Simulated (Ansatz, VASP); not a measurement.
## InPt3: VASP beside Ansatz

```
CELL_PARAMETERS angstrom
4.00125 0.00000 0.00000
0.00000 4.00125 0.00000
0.00000 0.00000 4.00125
ATOMIC_POSITIONS crystal
In 0.00000 0.00000 0.00000
Pt 0.50000 0.50000 0.00000
Pt 0.00000 0.50000 0.50000
Pt 0.50000 0.00000 0.50000
```

Change from the starting cell: volume scaled by 1.01.

Alike in both runs: task single point; functional PBEsol; k mesh 10 × 10 × 10; occupations fermi-dirac, width 0.05 eV; no spin polarisation.

|  | VASP | Ansatz |
| --- | --- | --- |
| version | VASP 6.6.1 | Ansatz 0.2.0 |
| potentials or method | VASP PAW PBE potentials, release 64 (In_d, Pt), cutoff 520 eV | all-electron LAPW, scalar-relativistic |

|  | VASP | Ansatz | Ansatz less VASP |
| --- | --- | --- | --- |
| pressure (GPa) | -1.5 | -1.4 | +0.12 |

VASP's potentials were made for PBE, not for PBEsol. Ansatz ran all-electron here, and VASP with PAW potentials.

Spin-orbit coupling is off throughout.
